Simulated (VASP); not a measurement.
Input of a VASP 6.6.1 run:

The input INCAR:

```
SYSTEM = HfN
  PREC = Accurate
  ENCUT = 520
  EDIFF = 1E-6
  ISMEAR = 0
  SIGMA = 0.15
  LREAL = .FALSE.
  LASPH = .TRUE.
  NELM = 100
  ALGO = Fast
  ISIF = 2
  LWAVE = .FALSE.
  LCHARG = .FALSE.
  GGA = PS
  NBANDS = 23
```

KPOINTS

```
regular mesh
0
G
  18 18 12
  0 0 0
```

File POSCAR:

```
HfN
1.0
    0.0000000000     -2.4335341244     -2.4335341244
    0.0000000000      2.4335341244     -2.4335341244
    4.8670682487      0.0000000000      0.0000000000
Hf N
2 2
Direct
    0.4954394874      0.5000000000      0.5000000000
   -0.0045605126      0.0000000000      0.0000000000
    0.0581135702      0.5000000000      0.2500000000
    0.5581135702      0.0000000000      0.7500000000
```

Potentials or basis: VASP PAW PBE potentials, release 64 (Hf_pv, N).

Launch:

```sh
$ cat potpaw_PBE.64/Hf_pv/POTCAR potpaw_PBE.64/N/POTCAR > POTCAR
$ mpirun -np 1 vasp_std > vasp.out
```

Question: Estimate the pressure.

Answer: 4.4 GPa.

Question: Estimate the band gap on the k mesh.

Answer: Zero (bands 15 and 16 overlap by 2.89 eV).

Question: What does it give for the largest force?

Answer: 3.051 eV/Å.

Stress tensor (GPa, compression positive):
```
  5.69 -10.70 -10.70
-10.70   3.77   3.78
-10.70   3.78   3.77
```

Caveat: the cell differs from its parent crystal (atoms displaced along a vibrational mode); the cell stands under pressure; the PAW data sets were made with another functional, which shifts forces and pressure a little; spin-orbit coupling is left out, which moves the levels of the heavy elements.
